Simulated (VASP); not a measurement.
InP (rocksalt type), 2 atoms in the cell. It takes space group Fm-3m (No. 225, cubic). Conventional cell: a = 4.538 Å, b = 4.538 Å, c = 4.538 Å, α = 90.00°, β = 90.00°, γ = 90.00°. Within 3.0 Å of In (site symmetry m-3m) lie 6 P at 2.27 Å. P (site symmetry m-3m) has 6 In at 2.27 Å within 3.0 Å. 

* Program: VASP 6.6.1
* Task: single point
* Functional: PBE
* Potentials or basis: VASP PAW PBE potentials, release 64 (In_d, P)
* Cutoff: 520 eV
* k mesh: 13 × 13 × 13
* Occupations: fermi-dirac, width 0.05 eV
* Spin: no spin polarisation
* Dipole correction: no
* Further INCAR settings: ALGO = Normal; EDIFF = 1e-07; NBANDS = 16

Potentials or basis: VASP PAW PBE potentials, release 64 (In_d, P).

Command:

```sh
$ cat potpaw_PBE.64/In_d/POTCAR potpaw_PBE.64/P/POTCAR > POTCAR
$ mpirun -np 1 vasp_std > vasp.out
```

Hardware: 1 thread of Intel Xeon 8259CL, on a shared host.

How long does it take, and how much memory?

Run time: 37 s on 1 thread of Intel Xeon 8259CL, with other jobs on the host, peak memory 0.16 GiB. Counts: scf iterations 16, k points 84.
